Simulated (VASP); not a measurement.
# AgH12O6F in VASP: notebook

AgH12O6F is run at these levels: PBE; tasks: single point.

Program: VASP 6.6.1. These are calculated values, not measurements. Logs are shortened: lines on timing, memory, paths and dates and some standing lists are left out, and cuts for length are marked.

### Step 1. The cell of the first run

The cell holds an amorphous packing of atoms, 20 atoms: a = 6.073 Å, b = 6.073 Å, c = 6.073 Å, α = 90.00°, β = 90.00°, γ = 90.00°.

### Step 2. Single point, PBE

The input, INCAR:

```
SYSTEM = AgH12O6F
  PREC = Accurate
  ENCUT = 520
  EDIFF = 1E-6
  ISMEAR = -1
  SIGMA = 0.05
  LREAL = Auto
  LASPH = .True.
  NELM = 60
  ALGO = Normal
  ISIF = 2
  LWAVE = .False.
  LCHARG = .True.
  GGA = PE
  LELF = .True.
  LVHAR = .True.
  NBANDS = 49
```

The input, KPOINTS:

```
regular mesh
0
Gamma
  1 1 1
  0 0 0
```

The input, POSCAR:

```
AgH12O6F
1.0
    6.0731780000      0.0000000000      0.0000000000
    0.0000000000      6.0731780000      0.0000000000
    0.0000000000      0.0000000000      6.0731780000
O H Ag F
6 12 1 1
Direct
    0.1765285746      0.6617289362      0.0213884138
    0.0024296568      0.7907423619      0.6156651971
    0.5925816263      0.7234963796      0.4482290080
   -0.0148311212      0.3644151336      0.4900086975
    0.7512896406      0.3588026077      0.9358064460
    0.2879142019      0.0624697478      0.3853773235
    0.1166261515      0.7348640844     -0.1113555403
    0.0931249464      0.5239899353      0.0295655377
    0.0898289038      0.8861698009      0.5159749842
    0.0273841575      0.6389241488      0.5598599813
    0.7370137932      0.7652595921      0.5157882767
    0.5303045152      0.6177296023      0.5516416033
   -0.1056883544      0.3646005640      0.3585563752
    0.1075824603      0.2601052967      0.4564240356
    0.8063569968      0.3447993781      0.7849603360
    0.6525115016      0.2237576253      0.9638856220
    0.3404616306      0.0571349515      0.2291431778
    0.4038464368     -0.0259984499      0.4569548490
    0.5922974452      0.6836282268      1.0087789033
    0.5069994365      0.0367246770      1.0122205725
```

Potentials or basis: VASP PAW PBE potentials, release 64 (O, H, Ag, F).

The run is started by

```sh
$ cat potpaw_PBE.64/O/POTCAR potpaw_PBE.64/H/POTCAR potpaw_PBE.64/Ag/POTCAR potpaw_PBE.64/F/POTCAR > POTCAR
$ mpirun -np 1 vasp_gam > vasp.out
```

OUTCAR:

```text
SYSTEM = AgH12O6F
   PREC = Accurate
   ENCUT = 520
   EDIFF = 1E-6
   ISMEAR = -1
   LREAL = Auto
   LASPH = .True.
   NELM = 60
   ISIF = 2
   GGA = PE

 ion  position               nearest neighbor table
   1  0.177  0.662  0.021-   8 0.98   7 0.99  19 2.53
   2  0.002  0.791  0.616-   9 0.99  10 0.99
   3  0.593  0.723  0.448-  12 0.97  11 1.00  19 2.68
   4  0.985  0.364  0.490-  13 0.97  14 1.00
   5  0.751  0.359  0.936-  15 0.98  16 1.03  19 2.24
   6  0.288  0.062  0.385-  18 0.99  17 1.00
   7  0.117  0.735  0.889-   1 0.99
   8  0.093  0.524  0.030-   1 0.98
   9  0.090  0.886  0.516-   2 0.99
  10  0.027  0.639  0.560-   2 0.99
  11  0.737  0.765  0.516-   3 1.00
  12  0.530  0.618  0.552-   3 0.97
  13  0.894  0.365  0.359-   4 0.97
  14  0.108  0.260  0.456-   4 1.00
  15  0.806  0.345  0.785-   5 0.98
  16  0.653  0.224  0.964-   5 1.03
  17  0.340  0.057  0.229-   6 1.00
  18  0.404  0.974  0.457-   6 0.99
  19  0.592  0.684  0.009-  20 2.21   5 2.24   1 2.53   3 2.68
  20  0.507  0.037  0.012-  19 2.21

  LATTYP: Found a simple cubic cell.
 ALAT       =     6.0731780000

  Lattice vectors:

 A1 = (   6.0731780000,   0.0000000000,   0.0000000000)
 A2 = (   0.0000000000,   6.0731780000,   0.0000000000)
 A3 = (   0.0000000000,   0.0000000000,   6.0731780000)

Analysis of symmetry for initial positions (statically):
=====================================================================
 Subroutine PRICEL returns:
 Original cell was already a primitive cell.

 Routine SETGRP: Setting up the symmetry group for a
 simple cubic supercell.

 Subroutine GETGRP returns: Found  1 space group operations
 (whereof  1 operations were pure point group operations)
 out of a pool of 48 trial point group operations.

The static configuration has the point symmetry C_1 .

Analysis of symmetry for dynamics (positions and initial velocities):
=====================================================================
 Subroutine PRICEL returns:
 Original cell was already a primitive cell.

 Routine SETGRP: Setting up the symmetry group for a
 simple cubic supercell.

 Subroutine GETGRP returns: Found  1 space group operations
 (whereof  1 operations were pure point group operations)
 out of a pool of 48 trial point group operations.

The dynamic configuration has the point symmetry C_1 .

 Subroutine INISYM returns: Found  1 space group operations
 (whereof  1 operations are pure point group operations),
 and found     1 'primitive' translations

----------------------------------------------------------------------------------------

                                     Primitive cell

  volume of cell :     224.0000

  direct lattice vectors                    reciprocal lattice vectors
     6.073178000  0.000000000  0.000000000     0.164658437  0.000000000  0.000000000
     0.000000000  6.073178000  0.000000000     0.000000000  0.164658437  0.000000000
     0.000000000  0.000000000  6.073178000     0.000000000  0.000000000  0.164658437

  length of vectors
     6.073178000  6.073178000  6.073178000     0.164658437  0.164658437  0.164658437

  position of ions in fractional coordinates (direct lattice)
     0.176528575  0.661728936  0.021388414
     0.002429657  0.790742362  0.615665197
     0.592581626  0.723496380  0.448229008
     0.985168879  0.364415134  0.490008698
     0.751289641  0.358802608  0.935806446
     0.287914202  0.062469748  0.385377324
[... 12 lines left out ...]
     0.592297445  0.683628227  0.008778903
     0.506999437  0.036724677  0.012220572

  ion indices of the primitive-cell ions
   primitive index   ion index
                 1           1
                 2           2
                 3           3
                 4           4
                 5           5
                 6           6
[... 12 lines left out ...]
                19          19
                20          20

----------------------------------------------------------------------------------------

 KPOINTS: regular mesh

Automatic generation of k-mesh.
 Grid dimensions read from file:
 generate k-points for:    1    1    1

 Generating k-lattice:

  Cartesian coordinates                     Fractional coordinates (reciprocal lattice)
     0.164658437  0.000000000  0.000000000     1.000000000  0.000000000  0.000000000
     0.000000000  0.164658437  0.000000000     0.000000000  1.000000000  0.000000000
     0.000000000  0.000000000  0.164658437     0.000000000  0.000000000  1.000000000

  Length of vectors
     0.164658437  0.164658437  0.164658437

  Shift w.r.t. Gamma in fractional coordinates (k-lattice)
     0.000000000  0.000000000  0.000000000

 Subroutine IBZKPT returns following result:
 ===========================================

 Found      1 irreducible k-points:

 Following reciprocal coordinates:
            Coordinates               Weight
  0.000000  0.000000  0.000000      1.000000
   k-points           NKPTS =      1   k-points in BZ     NKDIM =      1   number of bands    NBANDS=     49
   number of dos      NEDOS =    301   number of ions     NIONS =     20
   total plane-waves  NPLWV = 110592
   dimension x,y,z NGX =    48 NGY =   48 NGZ =   48
   dimension x,y,z NGXF=    96 NGYF=   96 NGZF=   96
   ions per type =               6  12   1   1
   NGX,Y,Z   is equivalent  to a cutoff of  13.14, 13.14, 13.14 a.u.
   NGXF,Y,Z  is equivalent  to a cutoff of  26.28, 26.28, 26.28 a.u.
 SYSTEM =  AgH12O6F
   PREC   = accura    normal or accurate (medium, high low for compatibility)
   ISTART =      0    job   : 0-new  1-cont  2-samecut
   ICHARG =      2    charge: 1-file 2-atom 10-const
   ISPIN  =      1    spin polarized calculation?
   LNONCOLLINEAR =      F non collinear calculations
   LSORBIT =      F    spin-orbit coupling
   LASPH  =      T    aspherical Exc in radial PAW
   ENCUT  =  520.0 eV  38.22 Ry    6.18 a.u.  11.29 11.29 11.29*2*pi/ulx,y,z
   NELM   =     60;   NELMIN=  2; NELMDL= -5     # of ELM steps
   EDIFF  = 0.1E-05   stopping-criterion for ELM
   LREAL  =      T    real-space projection
   EDIFFG = 0.1E-04   stopping-criterion for IOM
   NSW    =      0    number of steps for IOM
   IBRION =     -1    ionic relax: 0-MD 1-quasi-New 2-CG
   NFREE  =      0    steps in history (QN), initial steepest desc. (CG)
   ISIF   =      2    stress and relaxation
   ISYM   =      2    0-nonsym 1-usesym 2-fastsym
   POTIM  = 0.5000    time-step for ionic-motion
   TEBEG  =    0.0;   TEEND  =   0.0 temperature during run
   PSTRESS=    0.0 pullay stress
   NELECT =      66.0000    total number of electrons
   NUPDOWN=      -1.0000    fix difference up-down
   EMIN   =  10.00;   EMAX   =-10.00  energy-range for DOS
   EFERMI =   0.00;   METHOD = LEGACY
   ISMEAR =    -1;   SIGMA  =   0.05  broadening in eV -4-tet -1-fermi 0-gaus
   EFERMI_NEDOS =   21; number of points for ismear=-14 and -15
   IALGO  =     38    algorithm
   IMIX   =      4    mixing-type and parameters
     AMIX     =   0.40;   BMIX     =  1.00
     AMIX_MAG =   1.60;   BMIX_MAG =  1.00
  volume/ion in A,a.u.               =      11.20        75.58
  Fermi-wavevector in a.u.,A,eV,Ry     =   1.089365  2.058602 16.146256  1.186716
  Thomas-Fermi vector in A             =   2.225567
   LORBIT       =      0    0 simple, 1 ext, 2 COOP (PROOUT), +10 PAW based schemes
   GGA     = PE    functional components
   LHFCALC =     F    Hartree Fock is set to
   AEXX    =    0.0000 exact exchange contribution
   IVDW    =     0    specifies the selected vdW correction
   LEPSILON=     F    determine dielectric tensor
   LRPA    =     F    only Hartree local field effects (RPA)
 non-spin polarized calculation
  energy-cutoff  :      520.00
  volume of cell :      224.00
 maximum number of plane-waves:      3016
 NGX is ok and might be reduce to    48
   NGX = 23   NGY = 23   NGZ = 23

 number of electron      66.0000003 magnetization

 Free energy of the ion-electron system (eV)
  ---------------------------------------------------
  ext. energy  EPLUGINS =         0.00000000
  ---------------------------------------------------
  free energy    TOTEN  =       -94.55014025 eV

  energy without entropy =      -94.55014025  energy(sigma->0) =      -94.55014025

 E-fermi :  -0.9356     XC(G=0):  -7.0767

 val. band max:       -2.1953735019   @ k =   0.0000   0.0000   0.0000
 cond. band min:       0.7668486129   @ k =   0.0000   0.0000   0.0000
 fundamental gap:      2.9622221148
 Fermi energy:        -0.9356238766

 k-point     1 :       0.0000    0.0000    0.0000
  band No.  band energies     occupation
      1     -23.1027      2.00000
      2     -22.1658      2.00000
      3     -21.7906      2.00000
      4     -21.5371      2.00000
      5     -21.4517      2.00000
      6     -21.2684      2.00000
[... 37 lines left out ...]
     44       7.9158      0.00000
     45       8.0490      0.00000
 [bands above 45 left out]

------------------------ aborting loop because EDIFF is reached ----------------------------------------

  FORCE on cell =-STRESS in cart. coord.  units (eV):
  Direction    XX          YY          ZZ          XY          YZ          ZX
  --------------------------------------------------------------------------------------
  -------------------------------------------------------------------------------------
  Total       -0.5699890     -0.1433804     -1.6781192      0.1144245     -0.5943266      0.7258256
  in kB       -4.0768903     -1.0255392    -12.0028770      0.8184299     -4.2509668      5.1915234
  external PRESSURE =      -5.7017688 kB  Pullay stress =       0.0000000 kB

 VOLUME and BASIS-vectors are now :
 -----------------------------------------------------------------------------
  energy-cutoff  :      520.00
  volume of cell :      224.00
      direct lattice vectors                 reciprocal lattice vectors
     6.073178000  0.000000000  0.000000000     0.164658437  0.000000000  0.000000000
     0.000000000  6.073178000  0.000000000     0.000000000  0.164658437  0.000000000
     0.000000000  0.000000000  6.073178000     0.000000000  0.000000000  0.164658437

 POSITION                                       TOTAL-FORCE (eV/Angst)
 -----------------------------------------------------------------------------------
      1.07209      4.01880      0.12990        -0.078656     -0.207352      0.047376
      0.01476      4.80232      3.73904        -0.007034     -0.035083      0.004600
      3.59885      4.39392      2.72217         0.041385      0.032754     -0.069866
      5.98311      2.21316      2.97591         0.049119      0.018729      0.051698
      4.56272      2.17907      5.68332        -0.038419      0.057226      0.028511
      1.74855      0.37939      2.34047         0.029056     -0.009835     -0.043587
[... 12 lines left out ...]
      3.59713      4.15180      0.05332        -0.047901      0.008094     -0.003425
      3.07910      0.22304      0.07422         0.013323     -0.013940      0.025709
 -----------------------------------------------------------------------------------
    total drift:                               -0.006893     -0.005072     -0.002253

  FREE ENERGIE OF THE ION-ELECTRON SYSTEM (eV)
  ---------------------------------------------------
  free  energy   TOTEN  =       -94.5501402488 eV

  energy  without entropy=      -94.5501402488  energy(sigma->0) =      -94.55014025
```

Wall time 30 s (1 thread of Intel Xeon Platinum 8259CL at 2.50GHz (Skylake/Cascade Lake), shared host); peak memory 0.31 GiB.

What came out:

```yaml
Free_energy: -94.5501 eV
Pressure: -0.6 GPa
Largest_force: 0.227 eV/Å
Band_gap_on_the_k_mesh: 2.96 eV
```

Forces on the atoms (eV/Å):
```
O   -0.079 -0.207  0.047
O   -0.007 -0.035  0.005
O    0.041  0.033 -0.070
O    0.049  0.019  0.052
O   -0.038  0.057  0.029
O    0.029 -0.010 -0.044
H   -0.021  0.043 -0.049
H    0.113  0.168 -0.021
H    0.022  0.094 -0.010
H    0.003 -0.053  0.025
H    0.017  0.038 -0.021
H   -0.088 -0.101  0.086
H   -0.147  0.008 -0.116
H    0.085 -0.056  0.073
H    0.088  0.001 -0.036
H   -0.015 -0.022  0.012
H   -0.038  0.034 -0.038
H    0.018 -0.005  0.053
Ag  -0.048  0.008 -0.003
F    0.013 -0.014  0.026
```

Caveat: the k points lie up to 1.03 Å⁻¹ apart.

### Step 3. Single point, PBE

The input, INCAR:

```
ALGO = Normal
EDIFF = 1E-6
ENCUT = 520
GGA = PE
ISIF = 2
ISMEAR = -1
LASPH = True
LCHARG = False
LREAL = Auto
LWAVE = False
NBANDS = 49
NELM = 100
PREC = Accurate
SIGMA = 0.05
```

The input, KPOINTS:

```
k-points
0
Gamma
  1 1 1
```

The input, POSCAR:

```
AgH12O6F
1.0
    6.0731780000      0.0000000000      0.0000000000
    0.0000000000      6.0731780000      0.0000000000
    0.0000000000      0.0000000000      6.0731780000
O H Ag F
6 12 1 1
Direct
    0.1634564309      0.6539080528      0.0182441549
   -0.0223441500      0.8029733362      0.6191651224
    0.5538945178      0.5932149527      0.4242259983
   -0.0494304629      0.3589718595      0.4731130884
    0.7177625948      0.3482361294      0.8890732332
    0.3102494279      0.0851778097      0.4328541004
    0.1167428322      0.7534934757     -0.0988444600
    0.0759569372      0.5229551974     -0.0078048099
    0.0816541191      0.9019330571      0.5390587926
    0.0029967836      0.6605767195      0.5486419137
    0.6389899983      0.7047216466      0.4989150656
    0.4157296229      0.6645449878      0.3904380869
   -0.1570018201      0.3450252899      0.3543120258
    0.0901175628      0.2745844103      0.4302360313
    0.7935548736      0.3276867564      0.7478456913
    0.6734365434      0.2120965333      0.9645032634
    0.3961517347      0.0744585454      0.2954631002
    0.4106416772      0.1551411798      0.5359302823
    0.6221125085      0.6808955707      0.9937301360
    0.5869414662      0.0164987754      1.1028492825
```

Potentials or basis: VASP PAW PBE potentials, release 64 (O, H, Ag, F).

The run is started by

```sh
$ cat potpaw_PBE.64/O/POTCAR potpaw_PBE.64/H/POTCAR potpaw_PBE.64/Ag/POTCAR potpaw_PBE.64/F/POTCAR > POTCAR
$ mpirun -np 1 vasp_gam > vasp.out
```

It took 26 s on 1 thread of Intel Xeon Platinum 8259CL at 2.50GHz (Skylake/Cascade Lake), shared host; peak memory 0.31 GiB.

Results (log left out):

| Property | Result |
| --- | --- |
| Free energy | -94.2507 eV |
| Pressure | -0.3 GPa |
| Largest force | 1.394 eV/Å |
| Band gap on the k mesh | 2.98 eV |

Forces in eV/Å, atoms in the order of the input:
```
O    0.557  0.106  0.566
O    0.531  0.706 -0.248
O   -0.063 -0.488 -0.257
O    0.955 -0.375 -0.232
O    0.391  1.269 -0.425
O   -0.448  0.245  0.350
H   -0.254  0.099 -0.449
H   -0.191 -0.241 -0.041
H   -0.435 -0.206  0.377
H   -0.180 -0.495 -0.054
H    0.523  0.450  0.292
H   -0.379  0.143 -0.106
H    0.216  0.010  0.117
H   -1.123  0.333  0.264
H   -0.024 -0.188 -0.013
H   -0.270 -0.965  0.288
H    0.445 -0.266 -0.606
H    0.058  0.081  0.165
Ag  -0.133 -0.375 -0.035
F   -0.178  0.157  0.047
```

Stress tensor (GPa, compression positive):
```
-1.66  0.09  0.51
 0.09  0.93 -0.65
 0.51 -0.65 -0.06
```

Levels at points of the mesh, in eV from the valence-band top:
| k point | band 31 | band 32 | band 33 | band 34 | band 35 | band 36 |
| --- | --- | --- | --- | --- | --- | --- |
| (0.00, 0.00, 0.00) | -0.87 | -0.49 | 0.00 | 2.98 | 6.06 | 6.87 |

Caveat: the k points lie up to 1.03 Å⁻¹ apart.

[end of part 1 of 2]
